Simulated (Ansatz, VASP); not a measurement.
# LaS: VASP beside Ansatz

```
La S
1.0
     0.00000    2.98441    2.98441
     2.98441    0.00000    2.98441
     2.98441    2.98441    0.00000
La S
1 1
Cartesian
  0.0000 0.0000 0.0000
  2.9844 2.9844 2.9844
```

Alike in both runs: task single point; functional LDA; k mesh 7 × 7 × 7; no spin polarisation.

|  | VASP | Ansatz |
| --- | --- | --- |
| version | VASP 6.6.1 | Ansatz 0.2.0 |
| potentials or method | VASP PAW LDA potentials, release 64 (La, S), cutoff 520 eV | plane waves, PAW |
| occupations | methfessel-paxton of order 1, width 0.01 eV | cold, width 0.01 eV |
| valence electrons in the cell | 17 | 17 |

```tsv
	VASP	Ansatz	Ansatz less VASP
pressure (GPa)	-7.7	-7.7	+0.03
```

LDA's correlation is that of Perdew and Zunger in VASP and of Perdew and Wang (1992) in Ansatz. Ansatz's warnings: stress scf threshold loose.

Neither program's run includes spin-orbit coupling.
